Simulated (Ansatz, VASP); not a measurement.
Sb7S: VASP beside Ansatz

```
CELL_PARAMETERS angstrom
4.34814 2.51040 7.43957
-4.34814 2.51040 7.43957
0.00000 -5.02080 7.43957
ATOMIC_POSITIONS crystal
Sb 0.62196 0.11527 0.11527
Sb 0.37945 0.88415 0.37945
Sb 0.11527 0.11527 0.62196
Sb 0.61657 0.61657 0.61657
Sb 0.88415 0.37945 0.37945
Sb 0.11527 0.62196 0.11527
Sb 0.37945 0.37945 0.88415
Sb 0.11585 0.62055 0.62055
Sb 0.88473 0.88473 0.37804
Sb 0.38343 0.38343 0.38343
Sb 0.62055 0.11585 0.62055
Sb 0.88473 0.37804 0.88473
Sb 0.62055 0.62055 0.11585
Sb 0.37804 0.88473 0.88473
S 0.90190 0.90190 0.90190
S 0.09810 0.09810 0.09810
```

Change from the starting cell: built by hand: A7 antimony, 2x2x2 ordered substitution (R-3m, No. 166).

Alike in both runs: functional PBE; k mesh 6 × 6 × 6; occupations gaussian, width 0.1 eV; no spin polarisation.

Ansatz relaxed the structure, and its values are those at the end. VASP's run is a single point on that final structure, the one shown.

```csv
,VASP,Ansatz
version,VASP 6.6.1,Ansatz 0.2.0
potentials or method,"VASP PAW PBE potentials, release 64 (Sb, S), cutoff 520 eV","scalar-relativistic, plane waves, PAW"
valence electrons in the cell,82,222
```

```tsv
	VASP	Ansatz	Ansatz less VASP
gap on the k mesh at the Fermi level (eV)	none	none	-
pressure (GPa)	0.0	0.0	0.00
rms of the force components (eV/Å)	0.015	0.002	-0.0123
```

A gap of «none» marks a metal or a gap that the smearing closes. With one functional, cell and mesh, what is left measures potentials, basis and numerics. VASP's potentials hold 82 valence electrons a cell and Ansatz's 222, so a difference there can come from the potentials and not from the codes.

Spin-orbit coupling is off throughout.
